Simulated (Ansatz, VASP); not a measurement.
One calculation of Se, two programs

Contents of INCAR:

```
SYSTEM = Se
PREC     = Accurate       ! precision mode
ENCUT    = 500            ! plane-wave cutoff, eV
EDIFF    = 1E-6           ! SCF threshold, eV
ISMEAR   = 0              ! smearing method
SIGMA    = 0.1            ! smearing width, eV
LREAL    = .False.        ! projectors in reciprocal space
LASPH    = .True.         ! aspherical terms in the spheres
NELM     = 200            ! most SCF steps
ALGO     = Normal         ! electronic algorithm
ISIF     = 2              ! what is computed and relaxed
LWAVE    = .False.        ! write WAVECAR
LCHARG   = .False.        ! write CHGCAR
LDAU     = .True.         ! DFT+U
LDAUTYPE = 2            
LDAUL    = 1              ! shell
LDAUU    = 6.4            ! U, eV
LDAUJ    = 0            
LDAUPRINT= 1            
GGA      = PE             ! functional
NBANDS   = 13             ! bands
GGA_COMPAT= .False.
```

The input KPOINTS:

```
regular mesh
0
Gamma
  6 6 4
  0 0 0
```

File POSCAR:

```
Se
1.0
    1.3942694300     -4.0390027650      0.0000000000
    1.3942694300      4.0390027650      0.0000000000
    0.0000000000      0.0000000000      4.6134314000
Se
2
Direct
    0.9356553200      0.0643446800      0.2500000000
    0.0643446800      0.9356553200      0.7500000000
```

Input for Ansatz:

```yaml
crystal:
  lattice:
    - [1.39426943, -4.039002765, 0.0]
    - [1.39426943, 4.039002765, 0.0]
    - [0.0, 0.0, 4.6134314]
  atoms:
    - { symbol: Se, position: [0.93565532, 0.06434468, 0.25] }
    - { symbol: Se, position: [0.06434468, 0.93565532, 0.75] }
basis:
  ecutwfc: 420
kpoints:
  mp_grid: { grid: [6, 6, 4] }
hamiltonian:
  xc: pbe
  hubbard: { sites: [{ species: Se, l: p, u_eff: 6.4 }], projectors: atomic }
scf:
  occupations: { method: gaussian, width: 0.1 }
output:
  forces: true
  stress: true
  eigenvalues: true
```

Alike in both runs: task single point; functional PBE; k mesh 6 × 6 × 4; occupations gaussian, width 0.1 eV; no spin polarisation; Hubbard terms Se p U = 6.4 eV.

|  | VASP | Ansatz |
| --- | --- | --- |
| version | VASP 6.6.1 | Ansatz 0.2.0 |
| potentials or method | VASP PAW PBE potentials, release 64 (Se), cutoff 500 eV | scalar-relativistic, plane waves, PAW |
| valence electrons in the cell | 12 | 32 |

```csv
,VASP,Ansatz,Ansatz less VASP
gap on the k mesh at the Fermi level (eV),none,none,-
pressure (GPa),4.4,-6.2,-10.62
"traceless stress, the component that is largest in VASP (GPa)",-4.04,2.44,+6.481
rms of the force components (eV/Å),0.102,0.731,+0.6284
```

The programs project onto different local orbitals, so the same U acts differently, and such runs can settle in different states. Atom by atom the forces differ by 0.628 eV/Å (rms over components). A gap of «none» marks a metal or a gap that the smearing closes. VASP's potentials hold 12 valence electrons a cell and Ansatz's 32, so a difference there can come from the potentials and not from the codes. Ansatz's warnings: filled band counts differ across k points.

The k mesh is coarse, so the values compare programs but aren't converged.
